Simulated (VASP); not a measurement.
# CuH2 (CdI2 type) (P-3m1) in VASP: notebook, part 2 of 2

VASP 6.6.1.

## (3) Single point, PBE

File INCAR:

```
SYSTEM = CuH2
PREC = Accurate
ENCUT = 520
EDIFF = 1E-6
ISMEAR = -1
SIGMA = 0.05
LREAL = .False.
LASPH = .True.
NELM = 100
ALGO = Normal
ISIF = 2
LWAVE = .False.
LCHARG = .False.
GGA = PE
NBANDS = 14
```

File KPOINTS:

```
regular mesh
0
Gamma
  14 14 8
  0 0 0
```

File POSCAR:

```
CuH2
1.0
    2.5579065261      0.0000000000      0.0000000000
   -1.2789532631      2.2152120321      0.0000000000
    0.0000000000      0.0000000000      4.8665694603
Cu H
1 2
Direct
    0.0000000000      0.0000000000      0.0000000000
    0.3333333333      0.6666666667      0.1998247620
    0.6666666667      0.3333333333      0.8001752380
```

Potentials or basis: VASP PAW PBE potentials, release 64 (Cu, H).

On the command line:

```console
$ cat potpaw_PBE.64/Cu/POTCAR potpaw_PBE.64/H/POTCAR > POTCAR
$ mpirun -np 1 vasp_std > vasp.out
```

OUTCAR:

```text
SYSTEM = CuH2
   PREC = Accurate
   ENCUT = 520
   EDIFF = 1E-6
   ISMEAR = -1
   LREAL = .False.
   LASPH = .True.
   NELM = 100
   ISIF = 2
   GGA = PE

 ion  position               nearest neighbor table
   1  0.000  0.000  0.000-   2 1.77   3 1.77   3 1.77   2 1.77   3 1.77   2 1.77
   2  0.333  0.667  0.200-   1 1.77   1 1.77   1 1.77
   3  0.667  0.333  0.800-   1 1.77   1 1.77   1 1.77

  LATTYP: Found a hexagonal cell.
 ALAT       =     2.5579065261
 C/A-ratio  =     1.9025595387

  Lattice vectors:

 A1 = (   2.5579065261,   0.0000000000,   0.0000000000)
 A2 = (  -1.2789532631,   2.2152120321,   0.0000000000)
 A3 = (   0.0000000000,   0.0000000000,   4.8665694603)

Analysis of symmetry for initial positions (statically):
=====================================================================
 Subroutine PRICEL returns:
 Original cell was already a primitive cell.

 Routine SETGRP: Setting up the symmetry group for a
 hexagonal supercell.

 Subroutine GETGRP returns: Found 12 space group operations
 (whereof 12 operations were pure point group operations)
 out of a pool of 24 trial point group operations.

The static configuration has the point symmetry D_3d.

Analysis of symmetry for dynamics (positions and initial velocities):
=====================================================================
 Subroutine PRICEL returns:
 Original cell was already a primitive cell.

 Routine SETGRP: Setting up the symmetry group for a
 hexagonal supercell.

 Subroutine GETGRP returns: Found 12 space group operations
 (whereof 12 operations were pure point group operations)
 out of a pool of 24 trial point group operations.

The dynamic configuration has the point symmetry D_3d.

 Subroutine INISYM returns: Found 12 space group operations
 (whereof 12 operations are pure point group operations),
 and found     1 'primitive' translations

----------------------------------------------------------------------------------------

                                     Primitive cell

  volume of cell :      27.5755

  direct lattice vectors                    reciprocal lattice vectors
     2.557906526  0.000000000  0.000000000     0.390944700  0.225712028  0.000000000
    -1.278953263  2.215212032  0.000000000     0.000000000  0.451424056  0.000000000
     0.000000000  0.000000000  4.866569460     0.000000000  0.000000000  0.205483556

  length of vectors
     2.557906526  2.557906526  4.866569460     0.451424056  0.451424056  0.205483556

  position of ions in fractional coordinates (direct lattice)
     0.000000000  0.000000000  0.000000000
     0.333333333  0.666666667  0.199824762
     0.666666667  0.333333333  0.800175238

  ion indices of the primitive-cell ions
   primitive index   ion index
                 1           1
                 2           2
                 3           3

----------------------------------------------------------------------------------------

 KPOINTS: regular mesh

Automatic generation of k-mesh.
 Grid dimensions read from file:
 generate k-points for:   14   14    8

 Generating k-lattice:

  Cartesian coordinates                     Fractional coordinates (reciprocal lattice)
     0.027924621  0.016122288  0.000000000     0.071428571 -0.000000000  0.000000000
[... 43 lines left out ...]
   total plane-waves  NPLWV =  14400
   dimension x,y,z NGX =    20 NGY =   20 NGZ =   36
   dimension x,y,z NGXF=    40 NGYF=   40 NGZF=   72
   ions per type =               1   2
   NGX,Y,Z   is equivalent  to a cutoff of  13.00, 13.00, 12.30 a.u.
   NGXF,Y,Z  is equivalent  to a cutoff of  26.00, 26.00, 24.60 a.u.
 SYSTEM =  CuH2
   PREC   = accura    normal or accurate (medium, high low for compatibility)
   ISTART =      0    job   : 0-new  1-cont  2-samecut
   ICHARG =      2    charge: 1-file 2-atom 10-const
   ISPIN  =      1    spin polarized calculation?
   LNONCOLLINEAR =      F non collinear calculations
   LSORBIT =      F    spin-orbit coupling
   LASPH  =      T    aspherical Exc in radial PAW
   ENCUT  =  520.0 eV  38.22 Ry    6.18 a.u.   4.76  4.76  9.05*2*pi/ulx,y,z
   NELM   =    100;   NELMIN=  2; NELMDL= -5     # of ELM steps
   EDIFF  = 0.1E-05   stopping-criterion for ELM
   LREAL  =      F    real-space projection
   EDIFFG = 0.1E-04   stopping-criterion for IOM
   NSW    =      0    number of steps for IOM
   IBRION =     -1    ionic relax: 0-MD 1-quasi-New 2-CG
   NFREE  =      0    steps in history (QN), initial steepest desc. (CG)
   ISIF   =      2    stress and relaxation
   ISYM   =      2    0-nonsym 1-usesym 2-fastsym
   POTIM  = 0.5000    time-step for ionic-motion
   TEBEG  =    0.0;   TEEND  =   0.0 temperature during run
   PSTRESS=    0.0 pullay stress
   NELECT =      13.0000    total number of electrons
   NUPDOWN=      -1.0000    fix difference up-down
   EMIN   =  10.00;   EMAX   =-10.00  energy-range for DOS
   EFERMI =   0.00;   METHOD = LEGACY
   ISMEAR =    -1;   SIGMA  =   0.05  broadening in eV -4-tet -1-fermi 0-gaus
   EFERMI_NEDOS =   21; number of points for ismear=-14 and -15
   IALGO  =     38    algorithm
   IMIX   =      4    mixing-type and parameters
     AMIX     =   0.40;   BMIX     =  1.00
     AMIX_MAG =   1.60;   BMIX_MAG =  1.00
  volume/ion in A,a.u.               =       9.19        62.03
  Fermi-wavevector in a.u.,A,eV,Ry     =   1.274134  2.407763 22.087923  1.623417
  Thomas-Fermi vector in A             =   2.406919
   LORBIT       =      0    0 simple, 1 ext, 2 COOP (PROOUT), +10 PAW based schemes
   GGA     = PE    functional components
   LHFCALC =     F    Hartree Fock is set to
   AEXX    =    0.0000 exact exchange contribution
   IVDW    =     0    specifies the selected vdW correction
   LEPSILON=     F    determine dielectric tensor
   LRPA    =     F    only Hartree local field effects (RPA)
 non-spin polarized calculation
  energy-cutoff  :      520.00
  volume of cell :       27.58
 maximum number of plane-waves:       762
 NGX is ok and might be reduce to    20
   NGX =  9   NGY =  9   NGZ = 19

 number of electron      12.9999999 magnetization

 Free energy of the ion-electron system (eV)
  ---------------------------------------------------
  ext. energy  EPLUGINS =         0.00000000
  ---------------------------------------------------
  free energy    TOTEN  =        -9.55978142 eV

  energy without entropy =       -9.55619215  energy(sigma->0) =       -9.55798679

 E-fermi :   2.4033     XC(G=0):  -9.2030

 val. band max:        2.3388259090   @ k =   0.0000   0.3571   0.1250
 cond. band min:       2.4206655403   @ k =   0.2143   0.2143   0.2500
 fundamental gap:      0.0818396313
 Fermi energy:         2.4033067841

 k-point     1 :       0.0000    0.0000    0.0000
  band No.  band energies     occupation
      1      -8.3967      2.00000
      2      -2.8173      2.00000
      3      -2.1581      2.00000
      4      -1.8467      2.00000
      5      -1.8467      2.00000
      6      -0.9200      2.00000
      7      -0.9200      2.00000
      8       5.8892      0.00000
      9      17.1485      0.00000
     10      17.4617      0.00000
     11      21.5177      0.00000
     12      24.5685      0.00000
     13      24.5685      0.00000
     14      25.2058      0.00000
[... 377 lines left out ...]
      1      -3.8819      2.00000
      2      -3.6018      2.00000
      3      -2.0047      2.00000
      4      -1.7122      2.00000
      5      -1.0926      2.00000
      6       1.6661      2.00000
      7       2.6947      0.00587
      8       6.7364      0.00000
      9       9.8089      0.00000
     10      10.1673      0.00000
     11      11.8523      0.00000
     12      14.1604      0.00000
     13      15.1126      0.00000
     14      17.5382      0.00000

 [... further k-points ...]

------------------------ aborting loop because EDIFF is reached ----------------------------------------

  FORCE on cell =-STRESS in cart. coord.  units (eV):
  Direction    XX          YY          ZZ          XY          YZ          ZX
  --------------------------------------------------------------------------------------
  -------------------------------------------------------------------------------------
  Total        0.0262405      0.0262405      0.0120624     -0.0000000      0.0000000     -0.0000000
  in kB        1.5246117      1.5246117      0.7008449     -0.0000000      0.0000000     -0.0000000
  external PRESSURE =       1.2500228 kB  Pullay stress =       0.0000000 kB

 VOLUME and BASIS-vectors are now :
 -----------------------------------------------------------------------------
  energy-cutoff  :      520.00
  volume of cell :       27.58
      direct lattice vectors                 reciprocal lattice vectors
     2.557906526  0.000000000  0.000000000     0.390944700  0.225712028  0.000000000
    -1.278953263  2.215212032  0.000000000     0.000000000  0.451424056  0.000000000
     0.000000000  0.000000000  4.866569460     0.000000000  0.000000000  0.205483556

 POSITION                                       TOTAL-FORCE (eV/Angst)
 -----------------------------------------------------------------------------------
      0.00000      0.00000      0.00000        -0.000000      0.000000      0.000000
     -0.00000      1.47681      0.97246        -0.000000      0.000000      0.016231
      1.27895      0.73840      3.89411         0.000000     -0.000000     -0.016231
 -----------------------------------------------------------------------------------
    total drift:                               -0.000000     -0.000000     -0.000000

  FREE ENERGIE OF THE ION-ELECTRON SYSTEM (eV)
  ---------------------------------------------------
  free  energy   TOTEN  =        -9.5597814209 eV

  energy  without entropy=       -9.5561921535  energy(sigma->0) =       -9.55798679
```

OSZICAR:

```text
N       E                     dE             d eps       ncg     rms          rms(c)
DAV:   1     0.568277679080E+02    0.56828E+02   -0.59692E+03  4802   0.117E+03
DAV:   2    -0.854122595660E+01   -0.65369E+02   -0.59442E+02  5010   0.210E+02
DAV:   3    -0.114292747214E+02   -0.28880E+01   -0.28562E+01  6036   0.494E+01
DAV:   4    -0.114616689496E+02   -0.32394E-01   -0.32389E-01  5112   0.488E+00
DAV:   5    -0.114622297339E+02   -0.56078E-03   -0.56078E-03  6076   0.707E-01    0.104E+01
DAV:   6    -0.105602412553E+02    0.90199E+00   -0.27685E+01  5868   0.107E+02    0.600E+00
DAV:   7    -0.960068194152E+01    0.95956E+00   -0.53129E+00  5844   0.539E+01    0.106E+00
DAV:   8    -0.956738192140E+01    0.33300E-01   -0.13943E-01  6684   0.527E+00    0.690E-01
DAV:   9    -0.955998812171E+01    0.73938E-02   -0.70198E-02  5802   0.573E+00    0.149E-01
DAV:  10    -0.955971355627E+01    0.27457E-03   -0.41477E-03  5876   0.118E+00    0.195E-02
DAV:  11    -0.955977213922E+01   -0.58583E-04   -0.19195E-04  5268   0.116E-01    0.103E-02
DAV:  12    -0.955978150191E+01   -0.93627E-05   -0.17846E-05  5550   0.496E-02    0.304E-03
DAV:  13    -0.955978142092E+01    0.80994E-07   -0.70657E-07  4750   0.816E-03
   1 F= -.95597814E+01 E0= -.95579868E+01  d E =-.358927E-02
```

stdout:

```text
POSCAR found type information on POSCAR CuH
 POSCAR found :  2 types and       3 ions
 scaLAPACK will be used
 LDA part: xc-table for (Slater+PW92), standard interpolation
 POSCAR, INCAR and KPOINTS ok, starting setup
 FFT: planning ... GRIDC
 FFT: planning ... GRID_SOFT
 FFT: planning ... GRID
 WAVECAR not read
 entering main loop
```

It took 40 s on 1 thread of AMD EPYC 7R13, shared host; peak memory 0.19 GiB.

What came out:

```yaml
Free_energy: -9.5598 eV
Pressure: 0.1 GPa
Largest_force: 0.016 eV/Å
```

Forces in eV/Å, atoms in the order of the input:
```
Cu   0.000  0.000  0.000
H    0.000  0.000  0.016
H    0.000  0.000 -0.016
```

Stress tensor (GPa, compression positive):
```
0.15 0.00 0.00
0.00 0.15 0.00
0.00 0.00 0.07
```

## (4) Relaxation of cell and atoms, PBE

This run uses another cell than the first one, of 11.12 Å³/atom, 1.209 times its volume.

File INCAR:

```
  ALGO = Normal
  EDIFF = 1E-6
  EDIFFG = -0.005
  ENCUT = 600
  GGA = PE
  IBRION = 2
  ISIF = 3
  ISMEAR = -1
  LASPH = T
  LCHARG = F
  LREAL = F
  LWAVE = F
  NELM = 60
  NSW = 100
  PREC = Accurate
  SIGMA = 0.05
```

File KPOINTS:

```
k-points
0
Gamma
  14 14 8
```

File POSCAR:

```
CuH2
1.0
    2.8878374627      0.0000000000      0.0000000000
   -1.4439187314      2.5009406047      0.0000000000
    0.0000000000      0.0000000000      4.6205399404
Cu H
1 2
Direct
    0.0000000000      0.0000000000      0.0000000000
    0.3333333333      0.6666666667      0.2500000000
    0.6666666667      0.3333333333      0.7500000000
```

On the command line:

```console
$ cat potpaw_PBE.64/Cu/POTCAR potpaw_PBE.64/H/POTCAR > POTCAR
$ mpirun -np 1 vasp_std > vasp.out
```

Wall time 8.2 min (1 thread of AMD EPYC 7R13, shared host); peak memory 0.24 GiB.

Results (log left out):

| Item | Value |
| --- | --- |
| Free energy | -9.5625 eV |
| Relaxed volume | 9.14 Å³/atom |
| Relaxed cell | a = 2.560 Å, b = 2.560 Å, c = 4.830 Å, α = 90.00°, β = 90.00°, γ = 120.00° |
| Space group after relaxing (to 0.05 Å) | P-3m1 (No. 164) |
| Energy gained by relaxing | 287.0 meV/atom |
| Ionic steps | 27 |
| Pressure after relaxing | 0.0 GPa |

The path:
| step | energy change (eV) | largest force (eV/Å) | pressure (GPa) | volume (Å³) |
| --- | --- | --- | --- | --- |
| 1 | 0.0000 | 1.1167 | -17.83 | 33.37 |
| 2 | -0.6721 | 0.6588 | -11.78 | 27.73 |
| 3 | -0.8472 | 0.1093 | 0.07 | 24.35 |
| 4 | -0.8471 | 0.0747 | 0.85 | 24.19 |
| 5 | -0.8484 | 0.0777 | 0.33 | 24.36 |
| 6 | -0.8493 | 0.0826 | -0.56 | 24.67 |
| 7 | -0.8502 | 0.0651 | -0.42 | 24.72 |
| 8 | -0.8522 | 0.0126 | 0.03 | 24.86 |
| 9 | -0.8530 | 0.0959 | 0.96 | 25.13 |
| 10 | -0.8532 | 0.0620 | 0.63 | 25.04 |
| 11 | -0.8545 | 0.0547 | 0.56 | 25.22 |
| 12 | -0.8575 | 0.0335 | 0.34 | 25.73 |
| 13 | -0.8606 | 0.0026 | -0.14 | 26.76 |
| 14 | -0.8609 | 0.0114 | -0.20 | 27.01 |
| 15 | -0.8610 | 0.0278 | -0.31 | 27.53 |
| 16 | -0.8610 | 0.0209 | -0.24 | 27.33 |
| 17 | -0.8610 | 0.0225 | -0.31 | 27.38 |
| 18 | -0.8609 | 0.0142 | 0.48 | 27.39 |
| 19 | -0.8611 | 0.0064 | 0.02 | 27.38 |
| 20 | -0.8611 | 0.0069 | -0.09 | 27.38 |
| 21 | -0.8611 | 0.0147 | -0.12 | 27.38 |
| 22 | -0.8611 | 0.0094 | -0.02 | 27.38 |
| 23 | -0.8611 | 0.0084 | 0.01 | 27.38 |
| 24 | -0.8611 | 0.0078 | 0.15 | 27.38 |
| 25 | -0.8611 | 0.0134 | -0.22 | 27.47 |
| 26 | -0.8611 | 0.0094 | -0.04 | 27.41 |
| 27 | -0.8611 | 0.0013 | -0.05 | 27.41 |

Final structure:
```yaml
crystal:
  lattice:
    - [2.56005, 0.00000, 0.00000]
    - [-1.28002, 2.21706, 0.00000]
    - [0.00000, 0.00000, 4.82955]
  atoms:
    - { symbol: Cu, position: [0.00000, 0.00000, 0.00000] }
    - { symbol: H, position: [0.33333, 0.66667, 0.20173] }
    - { symbol: H, position: [0.66667, 0.33333, 0.79827] }
```

Levels at points of the mesh, in eV from the Fermi level:
```csv
k point,band 4,band 5,band 6,band 7,band 8,band 9,band 10
"(0.00, 0.00, 0.00)",-4.23,-4.23,-3.31,-3.31,3.52,14.83,15.14
"(0.50, 0.00, 0.00)",-3.58,-3.55,-2.91,0.64,5.00,5.14,9.36
"(0.00, 0.00, 0.50)",-4.23,-4.23,-3.31,-3.31,6.96,8.95,16.19
"(0.50, 0.00, 0.50)",-3.58,-3.50,-2.91,0.76,3.76,4.39,12.63
```

Caveat: the volume moved by over 15 % at a fixed basis, so the end points are rough.

## (5) The runs side by side

| task | cell | cutoff (eV) | gap on the mesh (eV) | pressure (GPa) | largest force (eV/Å) |
| --- | --- | --- | --- | --- | --- |
| single point | a = 2.558, b = 2.558, c = 4.873 Å, angles 90.0, 90.0, 120.0°, 3 atoms | 520 | none | 0.1 | 0.02 |
| single point | a = 2.558, b = 2.558, c = 4.867 Å, angles 90.0, 90.0, 120.0°, 3 atoms | 520 | none | 0.1 | 0.02 |
| relaxation of cell and atoms | relaxed from a = 2.888, b = 2.888, c = 4.621 Å, angles 90.0, 90.0, 120.0°, 3 atoms | 600 | none | 0.0 | - |

Alike in all rows: level PBE; potentials or basis VASP PAW PBE potentials, release 64 (Cu, H); no spin polarisation; k mesh 14 × 14 × 8; smearing fermi-dirac 0.05 eV.

Caveats: the volume moved by over 15 % at a fixed basis, so the end points are rough (some runs).

Absolute energies hang on the potentials; compare differences alone.
